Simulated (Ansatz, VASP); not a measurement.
**Two plane-wave programs on LaSb2Au**

The input INCAR:

```
SYSTEM = LaSb2Au
ALGO = Normal
EDIFF = 1E-7
ENCUT = 520
GGA = CA
ISIF = 2
ISMEAR = -1
LASPH = .TRUE.
LCHARG = .FALSE.
LREAL = .FALSE.
LWAVE = .FALSE.
NBANDS = 42
NELM = 60
PREC = Accurate
SIGMA = 0.1
```

File KPOINTS:

```
k-points
0
G
  6 6 3
  0 0 0
```

POSCAR

```
LaSb2Au
1.0
    4.3962131034      0.0000000000      0.0000000000
    0.0000000000      4.3962131034      0.0000000000
    0.0000000000      0.0000000000     10.3384344217
La Sb Au
2 4 2
Direct
    0.5000000000      0.0000000000      0.7531500000
    0.0000000000      0.5000000000      0.2468500000
    0.5000000000      0.0000000000      0.1694000000
    0.0000000000      0.5000000000      0.8306000000
    0.0000000000      0.0000000000      0.5000000000
    0.5000000000      0.5000000000      0.5000000000
    0.0000000000      0.0000000000      0.0000000000
    0.5000000000      0.5000000000      0.0000000000
```

Input for Ansatz:

```yaml
crystal:
  lattice:
    - [4.396213103393233, 0.0, 0.0]
    - [0.0, 4.396213103393233, 0.0]
    - [0.0, 0.0, 10.3384344216858]
  atoms:
    - { symbol: La, position: [0.5, 0.0, 0.75315] }
    - { symbol: La, position: [0.0, 0.5, 0.24685] }
    - { symbol: Sb, position: [0.5, 0.0, 0.1694] }
    - { symbol: Sb, position: [0.0, 0.5, 0.8306] }
    - { symbol: Sb, position: [0.0, 0.0, 0.5] }
    - { symbol: Sb, position: [0.5, 0.5, 0.5] }
    - { symbol: Au, position: [0.0, 0.0, 0.0] }
    - { symbol: Au, position: [0.5, 0.5, 0.0] }
basis:
  ecutwfc: 500.0
kpoints:
  mp_grid:
    grid: [6, 6, 3]
hamiltonian:
  xc: lda
  pseudopotentials:
    kind: paw
scf:
  occupations:
    method: fermi_dirac
output:
  stress: true
```

Alike in both runs: task single point; functional LDA; k mesh 6 × 6 × 3; no spin polarisation.

```csv
,VASP,Ansatz
version,VASP 6.6.1,Ansatz 0.2.0
potentials or method,"VASP PAW LDA potentials, release 64 (La, Sb, Au), cutoff 520 eV","plane waves, PAW"
occupations,"fermi-dirac, width 0.1 eV",fermi-dirac
valence electrons in the cell,64,120
```

Ansatz gave:

| Property | Result |
| --- | --- |
| pressure (GPa) | -0.4 |
| traceless stress, the component that is largest in VASP (GPa) | -0.27 |

Q: Estimate VASP's values.

A: Pressure (GPa): -0.2; traceless stress, the component that is largest in VASP (GPa): -0.27.

LDA's correlation is that of Perdew and Zunger in VASP and of Perdew and Wang (1992) in Ansatz. VASP's potentials hold 64 valence electrons a cell and Ansatz's 120, so a difference there can come from the potentials and not from the codes.

Spin-orbit coupling is off throughout.
